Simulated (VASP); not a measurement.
# GaP (zincblende type) (F-43m) in VASP: a series of runs

GaP (zincblende type) is run at these levels: PBEsol; tasks: single point, relaxation of cell and atoms.

Everything below comes from runs of VASP 6.6.1. Logs are shortened: lines on timing, memory, paths and dates and some standing lists are left out, and cuts for length are marked.

### Step 1. The cell of the first run

Symmetry: F-43m, No. 216, cubic system. Conventional cell: a = 5.327 Å, b = 5.327 Å, c = 5.327 Å, α = 90.00°, β = 90.00°, γ = 90.00°. Ga (site symmetry -43m) has 4 P at 2.31 Å within 3.0 Å. P (site symmetry -43m) has 4 Ga at 2.31 Å within 3.0 Å.

### Step 2. Single point, PBEsol (18.90 Å³/atom)

Input file INCAR:

```
SYSTEM = GaP
ALGO = Normal
EDIFF = 1E-6
ENCUT = 520
GGA = PS
ISIF = 2
ISMEAR = -1
LASPH = .TRUE.
LCHARG = .FALSE.
LREAL = .FALSE.
LWAVE = .FALSE.
NBANDS = 16
NELM = 80
PREC = Accurate
SIGMA = 0.05
```

Input file KPOINTS:

```
k-points
0
G
  12 12 12
  0 0 0
```

Input file POSCAR:

```
GaP
1.0
    0.0000000000      2.6636941769      2.6636941769
    2.6636941769      0.0000000000      2.6636941769
    2.6636941769      2.6636941769      0.0000000000
Ga P
1 1
Direct
    0.0000000000      0.0000000000      0.0000000000
    0.2500000000      0.2500000000      0.2500000000
```

Potentials or basis: VASP PAW PBE potentials, release 64 (Ga_d, P).

Started as:

```console
$ cat potpaw_PBE.64/Ga_d/POTCAR potpaw_PBE.64/P/POTCAR > POTCAR
$ mpirun -np 1 vasp_std > vasp.out
```

OUTCAR:

```text
SYSTEM = GaP
   EDIFF = 1E-6
   ENCUT = 520
   GGA = PS
   ISIF = 2
   ISMEAR = -1
   LASPH = .TRUE.
   LREAL = .FALSE.
   NELM = 80
   PREC = Accurate

 ion  position               nearest neighbor table
   1  0.000  0.000  0.000-   2 2.31   2 2.31   2 2.31   2 2.31
   2  0.250  0.250  0.250-   1 2.31   1 2.31   1 2.31   1 2.31

  LATTYP: Found a face centered cubic cell.
 ALAT       =     5.3273883538

  Lattice vectors:

 A1 = (   0.0000000000,   2.6636941769,   2.6636941769)
 A2 = (   2.6636941769,   0.0000000000,   2.6636941769)
 A3 = (   2.6636941769,   2.6636941769,   0.0000000000)

Analysis of symmetry for initial positions (statically):
=====================================================================
 Subroutine PRICEL returns:
 Original cell was already a primitive cell.

 Routine SETGRP: Setting up the symmetry group for a
 face centered cubic supercell.

 Subroutine GETGRP returns: Found 24 space group operations
 (whereof 24 operations were pure point group operations)
 out of a pool of 48 trial point group operations.

The static configuration has the point symmetry T_d .

Analysis of symmetry for dynamics (positions and initial velocities):
=====================================================================
 Subroutine PRICEL returns:
 Original cell was already a primitive cell.

 Routine SETGRP: Setting up the symmetry group for a
 face centered cubic supercell.

 Subroutine GETGRP returns: Found 24 space group operations
 (whereof 24 operations were pure point group operations)
 out of a pool of 48 trial point group operations.

The dynamic configuration has the point symmetry T_d .

 Subroutine INISYM returns: Found 24 space group operations
 (whereof 24 operations are pure point group operations),
 and found     1 'primitive' translations

----------------------------------------------------------------------------------------

                                     Primitive cell

  volume of cell :      37.7992

  direct lattice vectors                    reciprocal lattice vectors
     0.000000000  2.663694177  2.663694177    -0.187709236  0.187709236  0.187709236
     2.663694177  0.000000000  2.663694177     0.187709236 -0.187709236  0.187709236
     2.663694177  2.663694177  0.000000000     0.187709236  0.187709236 -0.187709236

  length of vectors
     3.767032431  3.767032431  3.767032431     0.325121935  0.325121935  0.325121935

  position of ions in fractional coordinates (direct lattice)
     0.000000000  0.000000000  0.000000000
     0.250000000  0.250000000  0.250000000

  ion indices of the primitive-cell ions
   primitive index   ion index
                 1           1
                 2           2

----------------------------------------------------------------------------------------

 KPOINTS: k-points

Automatic generation of k-mesh.
 Grid dimensions read from file:
 generate k-points for:   12   12   12

 Generating k-lattice:

  Cartesian coordinates                     Fractional coordinates (reciprocal lattice)
    -0.015642436  0.015642436  0.015642436     0.083333333  0.000000000  0.000000000
     0.015642436 -0.015642436  0.015642436     0.000000000  0.083333333  0.000000000
     0.015642436  0.015642436 -0.015642436     0.000000000  0.000000000  0.083333333

  Length of vectors
     0.027093495  0.027093495  0.027093495

  Shift w.r.t. Gamma in fractional coordinates (k-lattice)
     0.000000000  0.000000000  0.000000000

 Subroutine IBZKPT returns following result:
 ===========================================

 Found     72 irreducible k-points:

 Following reciprocal coordinates:
            Coordinates               Weight
  0.000000  0.000000  0.000000      1.000000
  0.083333  0.000000  0.000000      8.000000
  0.166667  0.000000  0.000000      8.000000
  0.250000  0.000000  0.000000      8.000000
  0.333333  0.000000  0.000000      8.000000
  0.416667  0.000000  0.000000      8.000000
[... 16 lines left out ...]
  0.500000  0.166667  0.000000     24.000000
 -0.416667  0.166667  0.000000     24.000000
 [... further k-points ...]
   k-points           NKPTS =     72   k-points in BZ     NKDIM =     72   number of bands    NBANDS=     16
   number of dos      NEDOS =    301   number of ions     NIONS =      2
   total plane-waves  NPLWV =  21952
   dimension x,y,z NGX =    28 NGY =   28 NGZ =   28
   dimension x,y,z NGXF=    56 NGYF=   56 NGZF=   56
   ions per type =               1   1
   NGX,Y,Z   is equivalent  to a cutoff of  12.36, 12.36, 12.36 a.u.
   NGXF,Y,Z  is equivalent  to a cutoff of  24.71, 24.71, 24.71 a.u.
 SYSTEM =  GaP
   PREC   = accura    normal or accurate (medium, high low for compatibility)
   ISTART =      0    job   : 0-new  1-cont  2-samecut
   ICHARG =      2    charge: 1-file 2-atom 10-const
   ISPIN  =      1    spin polarized calculation?
   LNONCOLLINEAR =      F non collinear calculations
   LSORBIT =      F    spin-orbit coupling
   LASPH  =      T    aspherical Exc in radial PAW
   ENCUT  =  520.0 eV  38.22 Ry    6.18 a.u.   7.00  7.00  7.00*2*pi/ulx,y,z
   NELM   =     80;   NELMIN=  2; NELMDL= -5     # of ELM steps
   EDIFF  = 0.1E-05   stopping-criterion for ELM
   LREAL  =      F    real-space projection
   EDIFFG = 0.1E-04   stopping-criterion for IOM
   NSW    =      0    number of steps for IOM
   IBRION =     -1    ionic relax: 0-MD 1-quasi-New 2-CG
   NFREE  =      0    steps in history (QN), initial steepest desc. (CG)
   ISIF   =      2    stress and relaxation
   ISYM   =      2    0-nonsym 1-usesym 2-fastsym
   POTIM  = 0.5000    time-step for ionic-motion
   TEBEG  =    0.0;   TEEND  =   0.0 temperature during run
   PSTRESS=    0.0 pullay stress
   NELECT =      18.0000    total number of electrons
   NUPDOWN=      -1.0000    fix difference up-down
   EMIN   =  10.00;   EMAX   =-10.00  energy-range for DOS
   EFERMI =   0.00;   METHOD = LEGACY
   ISMEAR =    -1;   SIGMA  =   0.05  broadening in eV -4-tet -1-fermi 0-gaus
   EFERMI_NEDOS =   21; number of points for ismear=-14 and -15
   IALGO  =     38    algorithm
   IMIX   =      4    mixing-type and parameters
     AMIX     =   0.40;   BMIX     =  1.00
     AMIX_MAG =   1.60;   BMIX_MAG =  1.00
  volume/ion in A,a.u.               =      18.90       127.54
  Fermi-wavevector in a.u.,A,eV,Ry     =   1.278413  2.415851 22.236556  1.634341
  Thomas-Fermi vector in A             =   2.410957
   LORBIT       =      0    0 simple, 1 ext, 2 COOP (PROOUT), +10 PAW based schemes
   GGA     = PS    functional components
   LHFCALC =     F    Hartree Fock is set to
   AEXX    =    0.0000 exact exchange contribution
   IVDW    =     0    specifies the selected vdW correction
   LEPSILON=     F    determine dielectric tensor
   LRPA    =     F    only Hartree local field effects (RPA)
 non-spin polarized calculation
  energy-cutoff  :      520.00
  volume of cell :       37.80
 maximum number of plane-waves:      1036
   NGX = 13   NGY = 13   NGZ = 13

 number of electron      17.9999984 magnetization

 Free energy of the ion-electron system (eV)
  ---------------------------------------------------
  ext. energy  EPLUGINS =         0.00000000
  ---------------------------------------------------
  free energy    TOTEN  =        -9.88155138 eV

  energy without entropy =       -9.88155136  energy(sigma->0) =       -9.88155137

 E-fermi :   5.9537     XC(G=0): -10.3355

 val. band max:        5.2945569509   @ k =   0.0000   0.0000   0.0000
 cond. band min:       6.6354291477   @ k =   0.4167   0.4167   0.0000
 fundamental gap:      1.3408721968
 Fermi energy:         5.9536853252

 k-point     1 :       0.0000    0.0000    0.0000
  band No.  band energies     occupation
      1      -9.3831      2.00000
      2      -9.3831      2.00000
      3      -9.3831      2.00000
      4      -9.2594      2.00000
      5      -9.2594      2.00000
      6      -7.7700      2.00000
[... 8 lines left out ...]
     15      15.1623      0.00000
     16      15.1623      0.00000

 k-point     2 :       0.0833    0.0000    0.0000
  band No.  band energies     occupation
      1      -9.3925      2.00000
      2      -9.3804      2.00000
      3      -9.3804      2.00000
      4      -9.2595      2.00000
      5      -9.2595      2.00000
      6      -7.6697      2.00000
[... 8 lines left out ...]
     15      14.7569      0.00000
     16      14.7569      0.00000

 k-point     3 :       0.1667    0.0000    0.0000
  band No.  band energies     occupation
      1      -9.4159      2.00000
      2      -9.3732      2.00000
      3      -9.3732      2.00000
      4      -9.2594      2.00000
      5      -9.2594      2.00000
      6      -7.3765      2.00000
[... 8 lines left out ...]
     15      14.2499      0.00000
     16      15.4370      0.00000

 k-point     4 :       0.2500    0.0000    0.0000
  band No.  band energies     occupation
      1      -9.4440      2.00000
      2      -9.3646      2.00000
      3      -9.3646      2.00000
      4      -9.2580      2.00000
      5      -9.2580      2.00000
      6      -6.9130      2.00000
[... 8 lines left out ...]
     15      14.2741      0.00000
     16      15.1999      0.00000
[... 324 lines left out ...]
 k-point    22 :       0.4167    0.1667    0.0000
  band No.  band energies     occupation
      1      -9.4865      2.00000
      2      -9.3468      2.00000
      3      -9.3398      2.00000
      4      -9.2713      2.00000
      5      -9.2456      2.00000
      6      -5.8153      2.00000
[... 8 lines left out ...]
     15      17.0536      0.00000
     16      17.0943      0.00000

 k-point    23 :       0.5000    0.1667    0.0000
  band No.  band energies     occupation
      1      -9.4942      2.00000
      2      -9.3462      2.00000
      3      -9.3379      2.00000
      4      -9.2654      2.00000
      5      -9.2472      2.00000
      6      -5.2975      2.00000
[... 8 lines left out ...]
     15      17.2047      0.00000
     16      17.8721      0.00000

 k-point    24 :      -0.4167    0.1667    0.0000
  band No.  band energies     occupation
      1      -9.4939      2.00000
      2      -9.3470      2.00000
      3      -9.3392      2.00000
      4      -9.2596      2.00000
      5      -9.2521      2.00000
      6      -5.2047      2.00000
[... 8 lines left out ...]
     15      15.7783      0.00000
     16      17.4679      0.00000

 [... further k-points ...]

------------------------ aborting loop because EDIFF is reached ----------------------------------------

  FORCE on cell =-STRESS in cart. coord.  units (eV):
  Direction    XX          YY          ZZ          XY          YZ          ZX
  --------------------------------------------------------------------------------------
  -------------------------------------------------------------------------------------
  Total        1.3942418      1.3942418      1.3942418     -0.0000000     -0.0000000     -0.0000000
  in kB       59.0970245     59.0970245     59.0970245     -0.0000000     -0.0000000     -0.0000000
  external PRESSURE =      59.0970245 kB  Pullay stress =       0.0000000 kB

 VOLUME and BASIS-vectors are now :
 -----------------------------------------------------------------------------
  energy-cutoff  :      520.00
  volume of cell :       37.80
      direct lattice vectors                 reciprocal lattice vectors
     0.000000000  2.663694177  2.663694177    -0.187709236  0.187709236  0.187709236
     2.663694177  0.000000000  2.663694177     0.187709236 -0.187709236  0.187709236
     2.663694177  2.663694177  0.000000000     0.187709236  0.187709236 -0.187709236

 POSITION                                       TOTAL-FORCE (eV/Angst)
 -----------------------------------------------------------------------------------
      0.00000      0.00000      0.00000        -0.000000     -0.000000     -0.000000
      1.33185      1.33185      1.33185         0.000000      0.000000      0.000000
 -----------------------------------------------------------------------------------
    total drift:                                0.000000      0.000000      0.000000

  FREE ENERGIE OF THE ION-ELECTRON SYSTEM (eV)
  ---------------------------------------------------
  free  energy   TOTEN  =        -9.8815513757 eV

  energy  without entropy=       -9.8815513579  energy(sigma->0) =       -9.88155137
```

It took 39 s on 1 thread of Intel Xeon Platinum 8488C (Sapphire Rapids), shared host; peak memory 0.18 GiB.

Results:

| Quantity | Value |
| --- | --- |
| Free energy | -9.8816 eV |
| Pressure | 5.9 GPa |
| Band gap on the k mesh | 1.34 eV (least direct gap 2.32 eV) |

Caveat: the cell stands under pressure; the PAW data sets were made with another functional, which shifts forces and pressure a little.

(Continued in part 2 of 2.)
